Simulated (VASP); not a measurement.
A run of VASP 6.6.1 is set up as follows.

Contents of INCAR:

```
  PREC = Accurate
  ENCUT = 520
  EDIFF = 1E-8
  ISMEAR = -1
  SIGMA = 0.02
  LREAL = False
  LASPH = True
  NELM = 60
  ALGO = Normal
  ISIF = 2
  LWAVE = False
  LCHARG = False
  LEFG = True
  NBANDS = 15
```

File KPOINTS:

```
Automatic mesh
0
Gamma
  8 8 8
```

File POSCAR:

```
SrO
1.0
    0.0000000000      2.5783376042      2.5783376042
    2.5783376042      0.0000000000      2.5783376042
    2.5783376042      2.5783376042      0.0000000000
Sr O
1 1
Direct
    0.0000000000      0.0000000000      0.0000000000
    0.5000000000      0.5000000000      0.5000000000
```

Potentials or basis: VASP PAW LDA potentials, release 64 (Sr_sv, O).

The run is started by

```console
$ cat potpaw_LDA.64/Sr_sv/POTCAR potpaw_LDA.64/O/POTCAR > POTCAR
$ mpirun -np 1 vasp_std > vasp.out
```

Q: What does it give for the pressure?

A: -4.3 GPa.

Q: What does it give for the band gap on the k mesh?

A: 3.11 eV, indirect (least direct gap 3.20 eV).

Caveat: without QUAD_EFG the Cq values of the log hold for a quadrupole moment of 1 mb, not for the nuclei. A k mesh can miss the band edges.
